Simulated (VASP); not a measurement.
# TePt (P6_3/mmc) in VASP: a series of runs, part 2 of 2

VASP 6.6.1.

### Step 3. Single point, PBEsol

This run uses another cell than the first one, of 22.28 Å³/atom, 1.020 times its volume.

INCAR

```
SYSTEM = TePt
ALGO = Normal
EDIFF = 1E-6
ENCUT = 520
GGA = PS
ISIF = 2
ISMEAR = -1
LASPH = .TRUE.
LCHARG = .TRUE.
LELF = .TRUE.
LREAL = .FALSE.
LVHAR = .TRUE.
LWAVE = .FALSE.
NBANDS = 24
NELM = 60
PREC = Accurate
SIGMA = 0.05
```

KPOINTS

```
k-points
0
G
  7 7 5
  0 0 0
```

POSCAR

```
TePt
1.0
    4.2628798384      0.0000000000      0.0000000000
   -2.1314399192      3.6917622333      0.0000000000
    0.0000000000      0.0000000000      5.6617710000
Pt Te
2 2
Direct
    0.0000000000      0.0000000000      0.0000000000
    0.0000000000      0.0000000000      0.5000000000
    0.3333333333      0.6666666667      0.2500000000
    0.6666666667      0.3333333333      0.7500000000
```

Potentials or basis: VASP PAW PBE potentials, release 64 (Pt, Te).

Launch:

```bash
cat potpaw_PBE.64/Pt/POTCAR potpaw_PBE.64/Te/POTCAR > POTCAR
mpirun -np 1 vasp_std > vasp.out
```

OUTCAR:

```text
SYSTEM = TePt
   EDIFF = 1E-6
   ENCUT = 520
   GGA = PS
   ISIF = 2
   ISMEAR = -1
   LASPH = .TRUE.
   LREAL = .FALSE.
   NELM = 60
   PREC = Accurate

 ion  position               nearest neighbor table
   1  0.000  0.000  0.000-   2 2.83   2 2.83   4 2.84   3 2.84   3 2.84   4 2.84   4 2.84   3 2.84

   2  0.000  0.000  0.500-   1 2.83   1 2.83   4 2.84   3 2.84   3 2.84   4 2.84   4 2.84   3 2.84

   3  0.333  0.667  0.250-   1 2.84   2 2.84   1 2.84   2 2.84   1 2.84   2 2.84
   4  0.667  0.333  0.750-   1 2.84   2 2.84   1 2.84   2 2.84   1 2.84   2 2.84

  LATTYP: Found a hexagonal cell.
 ALAT       =     4.2628798384
 C/A-ratio  =     1.3281563672

  Lattice vectors:

 A1 = (   4.2628798384,   0.0000000000,   0.0000000000)
 A2 = (  -2.1314399192,   3.6917622333,   0.0000000000)
 A3 = (   0.0000000000,   0.0000000000,   5.6617710000)

Analysis of symmetry for initial positions (statically):
=====================================================================
 Subroutine PRICEL returns:
 Original cell was already a primitive cell.

 Routine SETGRP: Setting up the symmetry group for a
 hexagonal supercell.

 Subroutine GETGRP returns: Found 24 space group operations
 (whereof 12 operations were pure point group operations)
 out of a pool of 24 trial point group operations.

The static configuration has the point symmetry D_3d.
 The point group associated with its full space group is D_6h.

Analysis of symmetry for dynamics (positions and initial velocities):
=====================================================================
 Subroutine PRICEL returns:
 Original cell was already a primitive cell.

 Routine SETGRP: Setting up the symmetry group for a
 hexagonal supercell.

 Subroutine GETGRP returns: Found 24 space group operations
 (whereof 12 operations were pure point group operations)
 out of a pool of 24 trial point group operations.

The dynamic configuration has the point symmetry D_3d.
 The point group associated with its full space group is D_6h.

 Subroutine INISYM returns: Found 24 space group operations
 (whereof 12 operations are pure point group operations),
 and found     1 'primitive' translations

----------------------------------------------------------------------------------------

                                     Primitive cell

  volume of cell :      89.1023

  direct lattice vectors                    reciprocal lattice vectors
     4.262879838  0.000000000  0.000000000     0.234583201  0.135436675  0.000000000
    -2.131439919  3.691762233  0.000000000     0.000000000  0.270873349  0.000000000
     0.000000000  0.000000000  5.661771000     0.000000000  0.000000000  0.176623180

  length of vectors
     4.262879838  4.262879838  5.661771000     0.270873349  0.270873349  0.176623180

  position of ions in fractional coordinates (direct lattice)
     0.000000000  0.000000000  0.000000000
     0.000000000  0.000000000  0.500000000
     0.333333333  0.666666667  0.250000000
     0.666666667  0.333333333  0.750000000

  ion indices of the primitive-cell ions
   primitive index   ion index
                 1           1
                 2           2
                 3           3
[... 21 lines left out ...]
     0.000000000  0.000000000  0.000000000

 Subroutine IBZKPT returns following result:
 ===========================================

 Found     24 irreducible k-points:

 Following reciprocal coordinates:
            Coordinates               Weight
  0.000000  0.000000  0.000000      1.000000
  0.142857  0.000000  0.000000      6.000000
  0.285714  0.000000  0.000000      6.000000
  0.428571 -0.000000  0.000000      6.000000
  0.142857  0.142857  0.000000      6.000000
  0.285714  0.142857  0.000000     12.000000
[... 16 lines left out ...]
  0.428571  0.142857  0.400000     12.000000
  0.285714  0.285714  0.400000     12.000000
   k-points           NKPTS =     24   k-points in BZ     NKDIM =     24   number of bands    NBANDS=     24
   number of dos      NEDOS =    301   number of ions     NIONS =      4
   total plane-waves  NPLWV =  43008
   dimension x,y,z NGX =    32 NGY =   32 NGZ =   42
   dimension x,y,z NGXF=    64 NGYF=   64 NGZF=   84
   ions per type =               2   2
   NGX,Y,Z   is equivalent  to a cutoff of  12.48, 12.48, 12.33 a.u.
   NGXF,Y,Z  is equivalent  to a cutoff of  24.96, 24.96, 24.66 a.u.
 SYSTEM =  TePt
   PREC   = accura    normal or accurate (medium, high low for compatibility)
   ISTART =      0    job   : 0-new  1-cont  2-samecut
   ICHARG =      2    charge: 1-file 2-atom 10-const
   ISPIN  =      1    spin polarized calculation?
   LNONCOLLINEAR =      F non collinear calculations
   LSORBIT =      F    spin-orbit coupling
   LASPH  =      T    aspherical Exc in radial PAW
   ENCUT  =  520.0 eV  38.22 Ry    6.18 a.u.   7.93  7.93 10.53*2*pi/ulx,y,z
   NELM   =     60;   NELMIN=  2; NELMDL= -5     # of ELM steps
   EDIFF  = 0.1E-05   stopping-criterion for ELM
   LREAL  =      F    real-space projection
   EDIFFG = 0.1E-04   stopping-criterion for IOM
   NSW    =      0    number of steps for IOM
   IBRION =     -1    ionic relax: 0-MD 1-quasi-New 2-CG
   NFREE  =      0    steps in history (QN), initial steepest desc. (CG)
   ISIF   =      2    stress and relaxation
   ISYM   =      2    0-nonsym 1-usesym 2-fastsym
   POTIM  = 0.5000    time-step for ionic-motion
   TEBEG  =    0.0;   TEEND  =   0.0 temperature during run
   PSTRESS=    0.0 pullay stress
   NELECT =      32.0000    total number of electrons
   NUPDOWN=      -1.0000    fix difference up-down
   EMIN   =  10.00;   EMAX   =-10.00  energy-range for DOS
   EFERMI =   0.00;   METHOD = LEGACY
   ISMEAR =    -1;   SIGMA  =   0.05  broadening in eV -4-tet -1-fermi 0-gaus
   EFERMI_NEDOS =   21; number of points for ismear=-14 and -15
   IALGO  =     38    algorithm
   IMIX   =      4    mixing-type and parameters
     AMIX     =   0.40;   BMIX     =  1.00
     AMIX_MAG =   1.60;   BMIX_MAG =  1.00
  volume/ion in A,a.u.               =      22.28       150.32
  Fermi-wavevector in a.u.,A,eV,Ry     =   1.163666  2.199010 18.423911  1.354119
  Thomas-Fermi vector in A             =   2.300213
   LORBIT       =      0    0 simple, 1 ext, 2 COOP (PROOUT), +10 PAW based schemes
   GGA     = PS    functional components
   LHFCALC =     F    Hartree Fock is set to
   AEXX    =    0.0000 exact exchange contribution
   IVDW    =     0    specifies the selected vdW correction
   LEPSILON=     F    determine dielectric tensor
   LRPA    =     F    only Hartree local field effects (RPA)
 non-spin polarized calculation
  energy-cutoff  :      520.00
  volume of cell :       89.10
 maximum number of plane-waves:      2424
 NGX is ok and might be reduce to    32
   NGX = 15   NGY = 15   NGZ = 21

 number of electron      31.9999997 magnetization

 Free energy of the ion-electron system (eV)
  ---------------------------------------------------
  ext. energy  EPLUGINS =         0.00000000
  ---------------------------------------------------
  free energy    TOTEN  =       -21.78405888 eV

  energy without entropy =      -21.76186273  energy(sigma->0) =      -21.77296080

 E-fermi :   8.8646     XC(G=0): -11.1749

 val. band max:        8.8350572753   @ k =   0.4286   0.1429   0.2000
 cond. band min:       8.8718940619   @ k =   0.1429   0.1429   0.2000
 fundamental gap:      0.0368367866
 Fermi energy:         8.8646048617

 k-point     1 :       0.0000    0.0000    0.0000
  band No.  band energies     occupation
      1      -4.8822      2.00000
      2      -2.3860      2.00000
      3       1.9127      2.00000
      4       3.0407      2.00000
      5       3.0407      2.00000
      6       3.6675      2.00000
[... 637 lines left out ...]
     23      16.2364      0.00000
     24      16.3758      0.00000

------------------------ aborting loop because EDIFF is reached ----------------------------------------

  FORCE on cell =-STRESS in cart. coord.  units (eV):
  Direction    XX          YY          ZZ          XY          YZ          ZX
  --------------------------------------------------------------------------------------
  -------------------------------------------------------------------------------------
  Total       -2.5107010     -2.5107010     -3.4675967      0.0000000     -0.0000000      0.0000000
  in kB      -45.1457081    -45.1457081    -62.3519516      0.0000000     -0.0000000      0.0000000
  external PRESSURE =     -50.8811226 kB  Pullay stress =       0.0000000 kB

 VOLUME and BASIS-vectors are now :
 -----------------------------------------------------------------------------
  energy-cutoff  :      520.00
  volume of cell :       89.10
      direct lattice vectors                 reciprocal lattice vectors
     4.262879838  0.000000000  0.000000000     0.234583201  0.135436675  0.000000000
    -2.131439919  3.691762233  0.000000000     0.000000000  0.270873349  0.000000000
     0.000000000  0.000000000  5.661771000     0.000000000  0.000000000  0.176623180

 POSITION                                       TOTAL-FORCE (eV/Angst)
 -----------------------------------------------------------------------------------
      0.00000      0.00000      0.00000         0.000000      0.000000      0.000000
      0.00000      0.00000      2.83089         0.000000      0.000000      0.000000
     -0.00000      2.46117      1.41544         0.000000      0.000000      0.000000
      2.13144      1.23059      4.24633        -0.000000     -0.000000     -0.000000
 -----------------------------------------------------------------------------------
    total drift:                                0.000000     -0.000000      0.000000

  FREE ENERGIE OF THE ION-ELECTRON SYSTEM (eV)
  ---------------------------------------------------
  free  energy   TOTEN  =       -21.7840588789 eV

  energy  without entropy=      -21.7618627274  energy(sigma->0) =      -21.77296080
```

OSZICAR:

```text
N       E                     dE             d eps       ncg     rms          rms(c)
DAV:   1     0.159634018177E+03    0.15963E+03   -0.13823E+04  1152   0.117E+03
DAV:   2    -0.150433045831E+02   -0.17468E+03   -0.16055E+03  1368   0.225E+02
DAV:   3    -0.221185259800E+02   -0.70752E+01   -0.68965E+01  1408   0.440E+01
DAV:   4    -0.222162114221E+02   -0.97685E-01   -0.97634E-01  1360   0.575E+00
DAV:   5    -0.222183998000E+02   -0.21884E-02   -0.21881E-02  1480   0.826E-01    0.198E+01
DAV:   6    -0.218823674606E+02    0.33603E+00   -0.10123E+00  1256   0.773E+00    0.117E+01
DAV:   7    -0.218143936377E+02    0.67974E-01   -0.21639E-01  1208   0.370E+00    0.286E+00
DAV:   8    -0.217845114349E+02    0.29882E-01   -0.10643E-01  1248   0.262E+00    0.131E+00
DAV:   9    -0.217847547490E+02   -0.24331E-03   -0.41489E-03  1424   0.347E-01    0.862E-01
DAV:  10    -0.217842119433E+02    0.54281E-03   -0.38669E-03  1256   0.388E-01    0.160E-01
DAV:  11    -0.217840604271E+02    0.15152E-03   -0.31817E-04  1368   0.141E-01    0.144E-01
DAV:  12    -0.217840611083E+02   -0.68122E-06   -0.31343E-05  1368   0.257E-02    0.307E-02
DAV:  13    -0.217840593114E+02    0.17968E-05   -0.45325E-06  1384   0.163E-02    0.705E-03
DAV:  14    -0.217840588789E+02    0.43256E-06   -0.53746E-07   752   0.453E-03
   1 F= -.21784059E+02 E0= -.21772961E+02  d E =-.221962E-01
```

stdout:

```text
POSCAR found type information on POSCAR PtTe
 POSCAR found :  2 types and       4 ions
 scaLAPACK will be used
 -----------------------------------------------------------------------------
|                                                                             |
|                                                                             |
|     You enforced a specific xc type in the INCAR file but a different       |
|     I HOPE YOU KNOW WHAT YOU ARE DOING!                                     |
|                                                                             |
 -----------------------------------------------------------------------------

 LDA part: xc-table for (Slater+PW92), standard interpolation
 POSCAR, INCAR and KPOINTS ok, starting setup
 FFT: planning ... GRIDC
 FFT: planning ... GRID_SOFT
 FFT: planning ... GRID
 WAVECAR not read
 entering main loop
```

Wall time 38 s (1 thread of AMD EPYC 7R13 (Zen 3), shared host); peak memory 0.19 GiB.

What came out:

```
Free energy            : -21.7841 eV
Pressure               : -5.1 GPa
Band gap on the k mesh : zero (band 16 reaches 9.45 eV, above the bottom of band 17 at 8.52 eV)
```

Levels at points of the mesh, in eV from the Fermi level:
| k point | band 13 | band 14 | band 15 | band 16 | band 17 | band 18 | band 19 | band 20 |
| --- | --- | --- | --- | --- | --- | --- | --- | --- |
| (0.00, 0.00, 0.00) | -1.56 | -1.56 | 0.18 | 0.47 | 1.34 | 1.77 | 2.10 | 2.10 |

Caveat: the PAW data sets were made with another functional, which shifts forces and pressure a little; spin-orbit coupling is left out, which moves the levels of the heavy elements.

### Step 4. Single point, PBEsol

This run uses another cell than the first one, of 22.28 Å³/atom, 1.020 times its volume.

INCAR

```
  ALGO = Normal
  EDIFF = 1E-6
  ENCUT = 520
  GGA = PS
  ISIF = 2
  ISMEAR = -1
  LASPH = True
  LCHARG = False
  LREAL = False
  LWAVE = False
  NBANDS = 24
  NELM = 100
  PREC = Accurate
  SIGMA = 0.05
```

KPOINTS

```
k-points
0
Gamma
  7 7 5
```

POSCAR is that of step 3.

Launch:

```bash
cat potpaw_PBE.64/Pt/POTCAR potpaw_PBE.64/Te/POTCAR > POTCAR
mpirun -np 1 vasp_std > vasp.out
```

Run time: 37 s. Hardware: 1 thread of AMD EPYC 7R13 (Zen 3), shared host; peak memory 0.19 GiB.

The run converged. Its results:

```
Free energy            : -21.7841 eV
Pressure               : -5.1 GPa
Band gap on the k mesh : zero (band 16 reaches 9.45 eV, above the bottom of band 17 at 8.52 eV)
```

Stress tensor (GPa, compression positive):
```
-4.51  0.00  0.00
 0.00 -4.51  0.00
 0.00  0.00 -6.24
```

Levels at points of the mesh, in eV from the Fermi level:
| k point | band 14 | band 15 | band 16 | band 17 | band 18 | band 19 |
| --- | --- | --- | --- | --- | --- | --- |
| (0.00, 0.00, 0.00) | -1.56 | 0.18 | 0.47 | 1.34 | 1.77 | 2.10 |

Caveat: the PAW data sets were made with another functional, which shifts forces and pressure a little; spin-orbit coupling is left out, which moves the levels of the heavy elements.

### Step 5. Single point, PBEsol (volume scaled by 1.02)

INCAR

```
SYSTEM = TePt
PREC = Accurate ; ENCUT = 520
EDIFF = 1E-7 ; ISMEAR = -1
SIGMA = 0.05 ; LREAL = .False.
LASPH = .True. ; NELM = 60
ALGO = Normal ; ISIF = 2
LWAVE = .False. ; LCHARG = .True.
GGA = PS ; LELF = .True.
LVHAR = .True. ; NBANDS = 24
```

KPOINTS

```
Automatic mesh
0
Gamma
  7 7 5
  0 0 0
```

POSCAR

```
TePt
1.0
    4.2911116535      0.0000000000      0.0000000000
   -2.1455558267      3.7162117023      0.0000000000
    0.0000000000      0.0000000000      5.6992672649
Pt Te
2 2
Direct
    0.0000000000      0.0000000000      0.0000000000
    0.0000000000      0.0000000000      0.5000000000
    0.3333333333      0.6666666667      0.2500000000
    0.6666666667      0.3333333333      0.7500000000
```

Launch:

```bash
cat potpaw_PBE.64/Pt/POTCAR potpaw_PBE.64/Te/POTCAR > POTCAR
mpirun -np 1 vasp_std > vasp.out
```

Run time: 42 s. Hardware: 1 thread of AMD EPYC 7R13 (Zen 3), shared host; peak memory 0.19 GiB.

It converged, with:

```yaml
Free_energy: -21.7161 eV
Pressure: -7.2 GPa
Band_gap_on_the_k_mesh: zero (band 16 reaches 9.12 eV, above the bottom of band 17 at 8.23 eV)
```

Stress tensor (GPa, compression positive):
```
-6.59  0.00  0.00
 0.00 -6.59  0.00
 0.00  0.00 -8.34
```

Levels at points of the mesh, in eV from the Fermi level:
```csv
k point,band 14,band 15,band 16,band 17,band 18,band 19
"(0.00, 0.00, 0.00)",-1.52,0.17,0.45,1.21,1.83,2.04
```

Caveat: the cell differs from its parent crystal (volume scaled by 1.02); the PAW data sets were made with another functional, which shifts forces and pressure a little; spin-orbit coupling is left out, which moves the levels of the heavy elements.

### Step 6. Overview

```tsv
cell	gap on the mesh (eV)	pressure (GPa)
a = 4.234, b = 4.234, c = 5.624 Å, angles 90.0, 90.0, 120.0°, 4 atoms	none	-2.7
a = 4.263, b = 4.263, c = 5.662 Å, angles 90.0, 90.0, 120.0°, 4 atoms	none	-5.1
a = 4.291, b = 4.291, c = 5.699 Å, angles 90.0, 90.0, 120.0°, 4 atoms	none	-7.2
```

Alike in all rows: task single point; level PBEsol; potentials or basis VASP PAW PBE potentials, release 64 (Pt, Te); no spin polarisation; k mesh 7 × 7 × 5; cutoff (eV) 520; smearing fermi-dirac 0.05 eV.

Caveats: the PAW data sets were made with another functional, which shifts forces and pressure a little; spin-orbit coupling is left out, which moves the levels of the heavy elements.

Total energies depend on the potentials used, so only differences within one code and one set of settings carry meaning.
